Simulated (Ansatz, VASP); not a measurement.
# Two plane-wave programs on TiO2

```
Ti O
1.0
    -3.77067    0.00000    0.00000
     0.00000   -3.77067    0.00000
     0.00000   -0.75413    9.54634
Ti O
4 8
Direct
  0.00000 0.82500 0.87500
  0.50000 0.42500 0.37500
  0.50000 0.87500 0.62500
  0.00000 0.47500 0.12500
  0.50000 0.38348 0.58262
  0.00000 0.98348 0.08262
  0.50000 0.83348 0.83262
  0.00000 0.43348 0.33262
  0.50000 0.91652 0.41738
  0.00000 0.31652 0.91738
  0.00000 0.86652 0.66738
  0.50000 0.46652 0.16738
```

Alike in both runs: task single point; functional PBEsol; k mesh 7 × 7 × 3; occupations gaussian, width 0.05 eV; no spin polarisation.

|  | VASP | Ansatz |
| --- | --- | --- |
| version | VASP 6.6.1 | Ansatz 0.2.0 |
| potentials or method | VASP PAW PBE potentials, release 64 (Ti_sv, O), cutoff 520 eV | scalar-relativistic, plane waves, PAW |
| valence electrons in the cell | 96 | 96 |

Ansatz gave:

* gap on the k mesh at the Fermi level (eV): 0.93
* least direct gap on the mesh (eV): 0.93
* pressure (GPa): 1.2
* traceless stress, the component that is largest in VASP (GPa): 11.58
* rms of the force components (eV/Å): 1.471

**Question.** Which values does VASP return?

**Answer.** gap on the k mesh at the Fermi level (eV): 0.91; least direct gap on the mesh (eV): 0.91; pressure (GPa): 1.9; traceless stress, the component that is largest in VASP (GPa): 11.51; rms of the force components (eV/Å): 1.465.

VASP's potentials were made for PBE, not for PBEsol.
